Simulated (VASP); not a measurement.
Write the native input for VASP 6.6.1 that does the following.

```yaml
Task: single point
Functional: PBEsol
Dispersion: D3(BJ)
Potentials_or_basis: VASP PAW PBE potentials, release 64 (W_sv)
Cutoff: 520 eV
k_mesh: 12 × 12 × 12
Occupations: fermi-dirac, width 0.05 eV
Spin: no spin polarisation
Dipole_correction: no
Further_INCAR_settings: ALGO = Normal; EDIFF = 1e-07; NBANDS = 13
```

The structure of W lies in POSCAR:

```
W
1.0
   -1.5645299137      1.5645299137      1.5645299137
    1.5645299137     -1.5645299137      1.5645299137
    1.5645299137      1.5645299137     -1.5645299137
W
1
Direct
    0.0000000000      0.0000000000      0.0000000000
```

The input as run:

INCAR

```
SYSTEM = W
ALGO = Normal
EDIFF = 1E-7
ENCUT = 520
GGA = PS
ISIF = 2
ISMEAR = -1
IVDW = 12
LASPH = .TRUE.
LCHARG = .FALSE.
LREAL = .FALSE.
LWAVE = .FALSE.
NBANDS = 13
NELM = 80
PREC = Accurate
SIGMA = 0.05
```

KPOINTS

```
k-points
0
G
  12 12 12
  0 0 0
```

Potentials or basis: VASP PAW PBE potentials, release 64 (W_sv).

Command:

```bash
$ cat potpaw_PBE.64/W_sv/POTCAR > POTCAR
$ mpirun -np 1 vasp_std > vasp.out
```

It gave:

The pressure is 0.8 GPa and the band gap on the k mesh is zero (band 7 reaches 17.21 eV, above the bottom of band 8 at 10.49 eV). The dispersion energy per atom is -0.770 eV.

Caveat: the PAW data sets were made with another functional, which shifts forces and pressure a little; spin-orbit coupling is left out, which moves the levels of the heavy elements; pairwise dispersion overbinds metals, which lowers pressure and volume.

Run time: 5.8 s on 1 thread of Intel(R) Xeon(R) 6975P-C (Granite Rapids), on a shared host, peak memory 0.14 GiB.
